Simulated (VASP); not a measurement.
Si2Mo:

```
Mo Si
1.0
    -1.60000    1.60000    3.93050
     1.60000   -1.60000    3.93050
     1.60000    1.60000   -3.93050
Mo Si
1 2
Direct
  0.00000 0.00000 0.00000
  0.66700 0.66700 0.00000
  0.33300 0.33300 0.00000
```

```yaml
Program: VASP 6.6.1
Task: relaxation of cell and atoms
Functional: BLYP
Dispersion: D4
Potentials_or_basis: VASP PAW PBE potentials, release 64 (Mo_sv, Si)
Cutoff: 600 eV
k_mesh: 12 × 12 × 12
Occupations: fermi-dirac, width 0.05 eV
Spin: no spin polarisation
```

At the start: pressure -0.4 GPa; volume 13.42 Å³/atom.

Question: Where does the relaxation end?

Answer: Over 7 steps the energy falls by 2.9 meV/atom; space group I4/mmm (No. 139, to 0.1 Å) before and after.

Step by step:
| step | energy change (eV) | largest force (eV/Å) | pressure (GPa) | volume (Å³) |
| --- | --- | --- | --- | --- |
| 1 | 0.0000 | 0.3386 | -0.44 | 40.25 |
| 2 | -0.0071 | 0.0406 | 1.17 | 40.03 |
| 3 | -0.0074 | 0.0941 | 0.87 | 40.07 |
| 4 | -0.0080 | 0.0238 | -0.84 | 40.43 |
| 5 | -0.0085 | 0.0221 | -0.17 | 40.29 |
| 6 | -0.0086 | 0.0071 | 0.09 | 40.24 |
| 7 | -0.0086 | 0.0001 | 0.02 | 40.25 |

Final structure:
```
CELL_PARAMETERS angstrom
-1.60433 1.60433 3.90947
1.60433 -1.60433 3.90947
1.60433 1.60433 -3.90947
ATOMIC_POSITIONS crystal
Mo 0.00000 0.00000 0.00000
Si 0.66455 0.66455 0.00000
Si 0.33545 0.33545 0.00000
```

Caveat: the dispersion term is far too large for a dense solid, which distorts pressure and volume; the PAW data sets were made with another functional, which shifts forces and pressure a little.
